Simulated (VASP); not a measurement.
# SiC (P3m1) in VASP: notebook, part 2 of 2

VASP 6.6.1. Earlier steps stand in the parts before.

**3. Single point, PBE (atoms displaced along a vibrational mode, the cell strained)**

Input file INCAR:

```
ALGO     = Normal         # electronic algorithm
EDIFF    = 1E-7           # SCF threshold, eV
ENCUT    = 520            # plane-wave cutoff, eV
GGA      = PE             # functional
ISIF     = 2              # what is computed and relaxed
ISMEAR   = 0              # smearing method
LASPH    = True           # aspherical terms in the spheres
LCHARG   = False          # write CHGCAR
LREAL    = False          # projectors in reciprocal space
LWAVE    = False          # write WAVECAR
NBANDS   = 36             # bands
NELM     = 60             # most SCF steps
PREC     = Accurate       # precision mode
SIGMA    = 0.05           # smearing width, eV
```

Input file KPOINTS:

```
k-points
0
Gamma
  12 12 2
```

Input file POSCAR:

```
SiC
1.0
    3.0692496138      0.0000000000      0.0000000000
   -1.5346248069      2.6580481361      0.0000000000
    0.0000000000      0.0000000000     15.0602705466
Si C
6 6
Direct
    0.0000000000      0.0000000000      0.1250412046
    0.0000000000      0.0000000000      0.6250387132
    0.3333333333      0.6666666667      0.2918647478
    0.6666666667      0.3333333333      0.7917698400
    0.3333333333      0.6666666667      0.9583511446
    0.6666666667      0.3333333333      0.4582680052
    0.0000000000      0.0000000000      0.9977393199
    0.0000000000      0.0000000000      0.5016375659
    0.3333333333      0.6666666667      0.1686482863
    0.6666666667      0.3333333333      0.6650107867
    0.3333333333      0.6666666667      0.8351935973
    0.6666666667      0.3333333333      0.3314367883
```

Potentials or basis: VASP PAW PBE potentials, release 64 (Si, C).

On the command line:

```
$ cat potpaw_PBE.64/Si/POTCAR potpaw_PBE.64/C/POTCAR > POTCAR
$ mpirun -np 1 vasp_std > vasp.out
```

OUTCAR:

```text
EDIFF = 1E-7
   ENCUT = 520
   GGA = PE
   ISIF = 2
   ISMEAR = 0
   LASPH = True
   LREAL = False
   NELM = 60
   PREC = Accurate

 ion  position               nearest neighbor table
   1  0.000  0.000  0.125-   9 1.89   9 1.89   9 1.89   7 1.92   5 3.07   5 3.07   5 3.07   3 3.07
                             3 3.07   3 3.07
   2  0.000  0.000  0.625-   8 1.86  10 1.87  10 1.87  10 1.87   4 3.07   4 3.07   4 3.07   6 3.07
                             6 3.07   6 3.07
   3  0.333  0.667  0.292-   9 1.86  12 1.87  12 1.87  12 1.87   6 3.07   6 3.07   6 3.07   1 3.07
                             1 3.07   1 3.07
   4  0.667  0.333  0.792-  11 1.89  11 1.89  11 1.89  10 1.91   5 3.07   5 3.07   5 3.07   2 3.07
                             2 3.07   2 3.07
   5  0.333  0.667  0.958-  11 1.85   7 1.87   7 1.87   7 1.87   4 3.07   4 3.07   4 3.07   1 3.07
                             1 3.07   1 3.07
   6  0.667  0.333  0.458-   8 1.89   8 1.89   8 1.89  12 1.91   3 3.07   3 3.07   3 3.07   2 3.07
                             2 3.07   2 3.07
   7  0.000  0.000  0.998-   5 1.87   5 1.87   5 1.87   1 1.92
   8  0.000  0.000  0.502-   2 1.86   6 1.89   6 1.89   6 1.89
[... 219 lines left out ...]
      1      -7.2703      2.00000
      2      -6.7469      2.00000
      3      -6.7098      2.00000
      4      -5.1946      2.00000
      5      -5.1647      2.00000
      6      -3.6599      2.00000
[... 925 lines left out ...]
     35      16.2159      0.00000
     36      16.2289      0.00000

 [... further k-points ...]
[... 5 lines left out ...]
  --------------------------------------------------------------------------------------
  -------------------------------------------------------------------------------------
  Total        4.3242015      4.3242015      4.4639035     -0.0000000      0.0000000      0.0000000
  in kB       56.3882581     56.3882581     58.2099945     -0.0000000      0.0000000      0.0000000
  external PRESSURE =      56.9955036 kB  Pullay stress =       0.0000000 kB

 VOLUME and BASIS-vectors are now :
 -----------------------------------------------------------------------------
  energy-cutoff  :      520.00
  volume of cell :      122.86
      direct lattice vectors                 reciprocal lattice vectors
     3.069249614  0.000000000  0.000000000     0.325812536  0.188107955  0.000000000
    -1.534624807  2.658048136  0.000000000     0.000000000  0.376215911  0.000000000
     0.000000000  0.000000000 15.060270547     0.000000000  0.000000000  0.066399870

 POSITION                                       TOTAL-FORCE (eV/Angst)
 -----------------------------------------------------------------------------------
      0.00000      0.00000      1.88315        -0.000000      0.000000      0.003991
      0.00000      0.00000      9.41325         0.000000      0.000000      0.051428
     -0.00000      1.77203      4.39556        -0.000000      0.000000      0.000039
      1.53462      0.88602     11.92427         0.000000     -0.000000      0.059234
     -0.00000      1.77203     14.43303        -0.000000      0.000000      0.009663
      1.53462      0.88602      6.90164        -0.000000      0.000000      0.054433
      0.00000      0.00000     15.02622        -0.000000     -0.000000      0.878522
      0.00000      0.00000      7.55480        -0.000000      0.000000     -0.940272
     -0.00000      1.77203      2.53989         0.000000      0.000000     -0.875455
      1.53462      0.88602     10.01524        -0.000000      0.000000      0.821336
     -0.00000      1.77203     12.57824         0.000000     -0.000000     -0.907515
      1.53462      0.88602      4.99153        -0.000000      0.000000      0.844596
 -----------------------------------------------------------------------------------
    total drift:                               -0.000000     -0.000000     -0.000045

  FREE ENERGIE OF THE ION-ELECTRON SYSTEM (eV)
  ---------------------------------------------------
  free  energy   TOTEN  =       -90.2457332031 eV

  energy  without entropy=      -90.2457332031  energy(sigma->0) =      -90.24573320
```

OSZICAR:

```text
N       E                     dE             d eps       ncg     rms          rms(c)
DAV:   1     0.119002560502E+03    0.11900E+03   -0.21860E+04  2736   0.121E+03
DAV:   2    -0.898930372346E+02   -0.20890E+03   -0.19560E+03  3596   0.206E+02
DAV:   3    -0.101399964962E+03   -0.11507E+02   -0.11426E+02  3604   0.460E+01
DAV:   4    -0.101571028761E+03   -0.17106E+00   -0.17071E+00  3496   0.646E+00
DAV:   5    -0.101574637460E+03   -0.36087E-02   -0.36056E-02  3520   0.890E-01    0.219E+01
DAV:   6    -0.905600893067E+02    0.11015E+02   -0.32103E+01  3364   0.210E+01    0.980E+00
DAV:   7    -0.902947688569E+02    0.26532E+00   -0.32971E+00  3600   0.693E+00    0.418E+00
DAV:   8    -0.902491920931E+02    0.45577E-01   -0.19576E-01  3312   0.178E+00    0.131E+00
DAV:   9    -0.902449090474E+02    0.42830E-02   -0.27182E-02  3432   0.776E-01    0.181E-01
DAV:  10    -0.902455633911E+02   -0.65434E-03   -0.21424E-03  3436   0.201E-01    0.974E-02
DAV:  11    -0.902457310115E+02   -0.16762E-03   -0.32568E-04  3200   0.981E-02    0.190E-02
DAV:  12    -0.902457307393E+02    0.27215E-06   -0.12374E-05  3620   0.185E-02    0.985E-03
DAV:  13    -0.902457322052E+02   -0.14658E-05   -0.42091E-06  3360   0.960E-03    0.333E-03
DAV:  14    -0.902457328047E+02   -0.59958E-06   -0.36951E-07  3068   0.347E-03    0.169E-03
DAV:  15    -0.902457331312E+02   -0.32643E-06   -0.15561E-07  2248   0.191E-03    0.736E-04
DAV:  16    -0.902457332031E+02   -0.71899E-07   -0.11801E-08  2000   0.700E-04
   1 F= -.90245733E+02 E0= -.90245733E+02  d E =-.805358E-18
```

Wall time 74 s (1 thread of Intel Xeon 6975P-C (Granite Rapids), shared host); peak memory 0.28 GiB.

Results:

| Property | Result |
| --- | --- |
| Free energy | -90.2457 eV |
| Pressure | 5.7 GPa |
| Largest force | 0.940 eV/Å |
| Band gap on the k mesh | 2.01 eV (least direct gap 3.11 eV) |

Forces on the atoms (eV/Å):
```
Si   0.000  0.000  0.004
Si   0.000  0.000  0.051
Si   0.000  0.000  0.000
Si   0.000  0.000  0.059
Si   0.000  0.000  0.010
Si   0.000  0.000  0.054
C    0.000  0.000  0.879
C    0.000  0.000 -0.940
C    0.000  0.000 -0.875
C    0.000  0.000  0.821
C    0.000  0.000 -0.908
C    0.000  0.000  0.845
```

Levels at points of the mesh, in eV from the valence-band top:
```tsv
k point	band 22	band 23	band 24	band 25	band 26	band 27
(0.00, 0.00, 0.00)	-0.04	0.00	0.00	5.27	5.43	5.84
(0.50, 0.00, 0.00)	-1.79	-1.68	-1.10	2.01	2.21	3.22
(0.00, 0.00, 0.50)	-0.11	-0.09	-0.09	5.32	5.34	6.05
(0.50, 0.00, 0.50)	-1.68	-1.32	-1.30	2.05	2.06	3.42
```

Caveat: the cell differs from its parent crystal (atoms displaced along a vibrational mode, the cell strained); the cell stands under pressure. A k mesh can miss the band edges.
